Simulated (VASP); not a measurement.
# BaTiO3 (R3m) in VASP: settings compared, part 2 of 2

VASP 6.6.1.

## Step 3: Single point, PBEsol (13.35 Å³/atom)

The input, INCAR:

```
PREC = Accurate ; ENCUT = 520
EDIFF = 1E-6 ; ISMEAR = -1
SIGMA = 0.05 ; LREAL = F
LASPH = T ; NELM = 80
ALGO = Normal ; ISIF = 2
LWAVE = F ; LCHARG = F
GGA = PS ; NBANDS = 28
```

The input, KPOINTS:

```
regular mesh
0
Gamma
  7 7 7
```

The input, POSCAR:

```
BaTiO3
1.0
    2.8645730673      1.6538620315      2.3489021694
   -2.8645730673      1.6538620315      2.3489021694
    0.0000000000     -3.3077240631      2.3489021694
Ba Ti O
1 1 3
Direct
    0.0000000000      0.0000000000      0.0000000000
    0.4845000000      0.4845000000      0.4845000000
    0.5086000000      0.0175000000      0.5086000000
    0.0175000000      0.5086000000      0.5086000000
    0.5086000000      0.5086000000      0.0175000000
```

Potentials or basis: VASP PAW PBE potentials, release 64 (Ba_sv, Ti_sv, O).

Run with:

```sh
> cat potpaw_PBE.64/Ba_sv/POTCAR potpaw_PBE.64/Ti_sv/POTCAR potpaw_PBE.64/O/POTCAR > POTCAR
> mpirun -np 1 vasp_std > vasp.out
```

OUTCAR:

```text
PREC = Accurate
   ENCUT = 520
   EDIFF = 1E-6
   ISMEAR = -1
   LREAL = F
   LASPH = T
   NELM = 80
   ISIF = 2
   GGA = PS

 ion  position               nearest neighbor table
   1  0.000  0.000  0.000-   5 2.82   4 2.82   3 2.82   5 2.87   5 2.87   3 2.87   4 2.87   4 2.87
                             3 2.87   5 2.92   4 2.92   3 2.92   2 3.41   2 3.48   2 3.48   2 3.48
   2  0.484  0.484  0.484-   3 1.90   4 1.90   5 1.90   3 2.17   4 2.17   5 2.17   1 3.41   1 3.48
                             1 3.48   1 3.48   1 3.55   1 3.55   1 3.55   1 3.63
   3  0.509  0.017  0.509-   2 1.90   2 2.17   1 2.82   1 2.87   1 2.87   1 2.92
   4  0.017  0.509  0.509-   2 1.90   2 2.17   1 2.82   1 2.87   1 2.87   1 2.92
   5  0.509  0.509  0.017-   2 1.90   2 2.17   1 2.82   1 2.87   1 2.87   1 2.92

  LATTYP: Found a trigonal (rhomboedric) cell.
 ALAT       =     4.0568928848
 COS(alpha) =     0.0028448829

  Lattice vectors:

 A1 = (   2.8645730673,   1.6538620315,   2.3489021694)
 A2 = (  -2.8645730673,   1.6538620315,   2.3489021694)
 A3 = (   0.0000000000,  -3.3077240631,   2.3489021694)

Analysis of symmetry for initial positions (statically):
=====================================================================
 Subroutine PRICEL returns:
 Original cell was already a primitive cell.

 Routine SETGRP: Setting up the symmetry group for a
 trigonal (rhombohedral) supercell.

 Subroutine GETGRP returns: Found  6 space group operations
 (whereof  6 operations were pure point group operations)
 out of a pool of 12 trial point group operations.

The static configuration has the point symmetry C_3v.

Analysis of symmetry for dynamics (positions and initial velocities):
=====================================================================
 Subroutine PRICEL returns:
 Original cell was already a primitive cell.

 Routine SETGRP: Setting up the symmetry group for a
 trigonal (rhombohedral) supercell.

 Subroutine GETGRP returns: Found  6 space group operations
 (whereof  6 operations were pure point group operations)
[... 124 lines left out ...]
   EFERMI_NEDOS =   21; number of points for ismear=-14 and -15
   IALGO  =     38    algorithm
   IMIX   =      4    mixing-type and parameters
     AMIX     =   0.40;   BMIX     =  1.00
     AMIX_MAG =   1.60;   BMIX_MAG =  1.00
  volume/ion in A,a.u.               =      13.35        90.12
  Fermi-wavevector in a.u.,A,eV,Ry     =   1.380076  2.607966 25.913794  1.904610
  Thomas-Fermi vector in A             =   2.504987
   LORBIT       =      0    0 simple, 1 ext, 2 COOP (PROOUT), +10 PAW based schemes
   GGA     = PS    functional components
   LHFCALC =     F    Hartree Fock is set to
   AEXX    =    0.0000 exact exchange contribution
   IVDW    =     0    specifies the selected vdW correction
   LEPSILON=     F    determine dielectric tensor
   LRPA    =     F    only Hartree local field effects (RPA)
 non-spin polarized calculation
  energy-cutoff  :      520.00
  volume of cell :       66.77
 maximum number of plane-waves:      1819
 NGX is ok and might be reduce to    30
   NGX = 15   NGY = 15   NGZ = 15

 number of electron      40.0000013 magnetization

 Free energy of the ion-electron system (eV)
  ---------------------------------------------------
  ext. energy  EPLUGINS =         0.00000000
  ---------------------------------------------------
  free energy    TOTEN  =       -41.96678429 eV

  energy without entropy =      -41.96678429  energy(sigma->0) =      -41.96678429

 E-fermi :   4.4927     XC(G=0): -11.2877

 val. band max:        3.2744446378   @ k =   0.4286   0.4286   0.4286
 cond. band min:       5.5716075320   @ k =   0.0000   0.0000   0.0000
 fundamental gap:      2.2971628942
 Fermi energy:         4.4927404245

 k-point     1 :       0.0000    0.0000    0.0000
  band No.  band energies     occupation
      1     -52.8639      2.00000
      2     -29.2095      2.00000
      3     -29.2071      2.00000
      4     -29.2071      2.00000
      5     -21.5172      2.00000
      6     -13.3325      2.00000
[... 733 lines left out ...]
     27      11.3930      0.00000
     28      11.5465      0.00000

 [... further k-points ...]
[... 5 lines left out ...]
  --------------------------------------------------------------------------------------
  -------------------------------------------------------------------------------------
  Total       -2.3929195     -2.3929195     -2.2946369      0.0000000      0.0000000     -0.0000000
  in kB      -57.4200173    -57.4200173    -55.0616458      0.0000000      0.0000000     -0.0000000
  external PRESSURE =     -56.6338935 kB  Pullay stress =       0.0000000 kB

 VOLUME and BASIS-vectors are now :
 -----------------------------------------------------------------------------
  energy-cutoff  :      520.00
  volume of cell :       66.77
      direct lattice vectors                 reciprocal lattice vectors
     2.864573067  1.653862032  2.348902169     0.174546080  0.100774226  0.141910267
    -2.864573067  1.653862032  2.348902169    -0.174546080  0.100774226  0.141910267
     0.000000000 -3.307724063  2.348902169     0.000000000 -0.201548453  0.141910267

 POSITION                                       TOTAL-FORCE (eV/Angst)
 -----------------------------------------------------------------------------------
      0.00000      0.00000      0.00000         0.000000      0.000000     -0.135934
      0.00000     -0.00000      3.41413         0.000000      0.000000     -0.256786
      1.40679     -0.81221      2.43041        -0.135275      0.078101      0.130907
     -1.40679     -0.81221      2.43041         0.135275      0.078101      0.130907
      0.00000      1.62442      2.43041         0.000000     -0.156202      0.130907
 -----------------------------------------------------------------------------------
    total drift:                                0.000000     -0.000001     -0.000780

  FREE ENERGIE OF THE ION-ELECTRON SYSTEM (eV)
  ---------------------------------------------------
  free  energy   TOTEN  =       -41.9667842881 eV

  energy  without entropy=      -41.9667842881  energy(sigma->0) =      -41.96678429
```

It took 74 s on 1 thread of Intel Xeon 8259CL, shared host; peak memory 0.23 GiB.

What came out:

```yaml
Free_energy: -41.9668 eV
Pressure: -5.7 GPa
Largest_force: 0.257 eV/Å
Band_gap_on_the_k_mesh: 2.30 eV (least direct gap 2.67 eV)
```

Forces on the atoms (eV/Å):
```
Ba   0.000  0.000 -0.136
Ti   0.000  0.000 -0.257
O   -0.135  0.078  0.131
O    0.135  0.078  0.131
O    0.000 -0.156  0.131
```

Stress tensor (GPa, compression positive):
```
-5.74  0.00  0.00
 0.00 -5.74  0.00
 0.00  0.00 -5.51
```

Caveat: the cell stands under tension; the PAW data sets were made with another functional, which shifts forces and pressure a little; spin-orbit coupling is left out, which moves the levels of the heavy elements; an odd mesh through Γ misses points on the zone boundary, where band edges can lie.

## Step 4: Single point, LDA (13.61 Å³/atom)

This run uses another cell than the first one, of 13.61 Å³/atom.

The input, INCAR:

```
SYSTEM = BaTiO3
ALGO = Normal ; EDIFF = 1E-7
ENCUT = 520 ; GGA = CA
ISIF = 2 ; ISMEAR = -1
LASPH = .TRUE. ; LCHARG = .TRUE.
LELF = .TRUE. ; LREAL = .FALSE.
LVHAR = .TRUE. ; LWAVE = .FALSE.
NBANDS = 28 ; NELM = 60
PREC = Accurate ; SIGMA = 0.05
```

The input, KPOINTS:

```
k-points
0
G
  7 7 7
  0 0 0
```

Edit POSCAR of step 3 so:

```diff
@@ -2,5 +2,5 @@
 1.0
-    2.8645730673      1.6538620315      2.3489021694
-   -2.8645730673      1.6538620315      2.3489021694
-    0.0000000000     -3.3077240631      2.3489021694
+    2.8828192476      1.6643964686      2.3638637331
+   -2.8828192476      1.6643964686      2.3638637331
+    0.0000000000     -3.3287929373      2.3638637331
 Ba Ti O
```

Potentials or basis: VASP PAW LDA potentials, release 64 (Ba_sv, Ti_sv, O).

Run with:

```sh
> cat potpaw_LDA.64/Ba_sv/POTCAR potpaw_LDA.64/Ti_sv/POTCAR potpaw_LDA.64/O/POTCAR > POTCAR
> mpirun -np 1 vasp_std > vasp.out
```

It took 83 s on 1 thread of Intel Xeon 8259CL, shared host; peak memory 0.21 GiB.

Results (log left out):

* Free energy: -43.9414 eV
* Pressure: -12.5 GPa
* Largest force: 0.480 eV/Å
* Band gap on the k mesh: 2.21 eV (least direct gap 2.59 eV)

Forces in eV/Å, atoms in the order of the input:
```
Ba   0.000  0.000 -0.157
Ti   0.000  0.000 -0.480
O   -0.277  0.160  0.213
O    0.277  0.160  0.213
O    0.000 -0.320  0.213
```

Stress tensor (GPa, compression positive):
```
-12.62   0.00   0.00
  0.00 -12.62   0.00
  0.00   0.00 -12.17
```

Levels at points of the mesh, in eV from the valence-band top:
```csv
k point,band 18,band 19,band 20,band 21,band 22,band 23
"(0.00, 0.00, 0.00)",-0.50,-0.38,-0.38,2.21,2.21,2.33
```

Caveat: the cell stands under tension; spin-orbit coupling is left out, which moves the levels of the heavy elements; an odd mesh through Γ misses points on the zone boundary, where band edges can lie.

## Step 5: Single point, PBE+D3(BJ)

This run uses another cell than the first one, of 12.97 Å³/atom.

The input, INCAR:

```
SYSTEM = BaTiO3
PREC     = Accurate       ! precision mode
ENCUT    = 910            ! plane-wave cutoff, eV
EDIFF    = 1E-6           ! SCF threshold, eV
ISMEAR   = -1             ! smearing method
SIGMA    = 0.05           ! smearing width, eV
LREAL    = .FALSE.        ! projectors in reciprocal space
LASPH    = .TRUE.         ! aspherical terms in the spheres
NELM     = 120            ! most SCF steps
ALGO     = Normal         ! electronic algorithm
ISIF     = 2              ! what is computed and relaxed
LWAVE    = .FALSE.        ! write WAVECAR
LCHARG   = .FALSE.        ! write CHGCAR
GGA      = PE             ! functional
IVDW     = 12             ! dispersion correction
NBANDS   = 28             ! bands
GGA_COMPAT= .FALSE.
```

The input, KPOINTS:

```
Automatic mesh
0
G
  7 7 7
  0 0 0
```

The input, POSCAR:

```
BaTiO3
1.0
    2.8365078976      1.6376585982      2.3273996886
   -2.8365078976      1.6376585982      2.3273996886
    0.0000000000     -3.2753171965      2.3273996885
Ba Ti O
1 1 3
Direct
   -0.0031727539     -0.0031727539     -0.0031727539
    0.4842731664      0.4842731664      0.4842731664
    0.5101641305      0.0177713265      0.5101641305
    0.0177713265      0.5101641305      0.5101641305
    0.5101641305      0.5101641305      0.0177713265
```

Potentials or basis: VASP PAW PBE potentials, release 64 (Ba_sv, Ti_sv, O_h).

Run with:

```sh
> cat potpaw_PBE.64/Ba_sv/POTCAR potpaw_PBE.64/Ti_sv/POTCAR potpaw_PBE.64/O_h/POTCAR > POTCAR
> mpirun -np 1 vasp_std > vasp.out
```

Wall time 2.2 min (1 thread of Intel Xeon Platinum 8259CL at 2.50GHz (Skylake/Cascade Lake), shared host); peak memory 0.37 GiB.

It converged, with:

| Item | Value |
| --- | --- |
| Free energy | -41.3534 eV |
| Pressure | 1.4 GPa |
| Largest force | 0.041 eV/Å |
| Band gap on the k mesh | 2.45 eV (least direct gap 2.81 eV) |
| Dispersion energy per atom | -0.262 eV |

Forces on the atoms (eV/Å):
```
Ba   0.000  0.000  0.041
Ti   0.000  0.000  0.037
O    0.011 -0.007 -0.026
O   -0.011 -0.007 -0.026
O    0.000  0.013 -0.026
```

Levels at points of the mesh, in eV from the valence-band top:
```
           k point  band 16  band 17  band 18  band 19  band 20  band 21  band 22  band 23  band 24  band 25
(0.00, 0.00, 0.00)    -1.25    -0.99    -0.50    -0.36    -0.36     2.45     2.45     2.60     4.50     4.50
```

Caveat: the cutoff is under 1.25 times the usual one of these potentials, so pressure, stress and relaxed cells hold a basis-set (Pulay) error; spin-orbit coupling is left out, which moves the levels of the heavy elements; an odd mesh through Γ misses points on the zone boundary, where band edges can lie. A hybrid or GW would open this gap; PBE tends to underestimate it.

## Step 6: Overview

```csv
level,potentials or basis,cell,cutoff (eV),gap on the mesh (eV),pressure (GPa),largest force (eV/Å)
LDA,"VASP PAW LDA potentials, release 64 (Ba_sv, Ti_sv, O)","a = 4.057 Å, angles 89.8°, 5 atoms, atomic positions A",520,2.26,-10.0,0.30
PBEsol,"VASP PAW PBE potentials, release 64 (Ba_sv, Ti_sv, O)","a = 4.057 Å, angles 89.8°, 5 atoms, atomic positions A",520,2.30,-5.7,0.26
LDA,"VASP PAW LDA potentials, release 64 (Ba_sv, Ti_sv, O)","a = 4.083 Å, angles 89.8°, 5 atoms, atomic positions A",520,2.21,-12.5,0.48
PBE+D3(BJ),"VASP PAW PBE potentials, release 64 (Ba_sv, Ti_sv, O_h)","a = 4.018 Å, angles 89.8°, 5 atoms, atomic positions B",910,2.45,1.4,0.04
```

Alike in all rows: task single point; no spin polarisation; k mesh 7 × 7 × 7; smearing fermi-dirac 0.05 eV.

Caveats: spin-orbit coupling is left out, which moves the levels of the heavy elements; an odd mesh through Γ misses points on the zone boundary, where band edges can lie; the cell stands under tension (at least some runs); the PAW data sets were made with another functional, which shifts forces and pressure a little (at least some runs); the cutoff is under 1.25 times the usual one of these potentials, so pressure, stress and relaxed cells hold a basis-set (Pulay) error (at least some runs).

Total energies depend on the potentials used, so only differences within one code and one set of settings carry meaning.
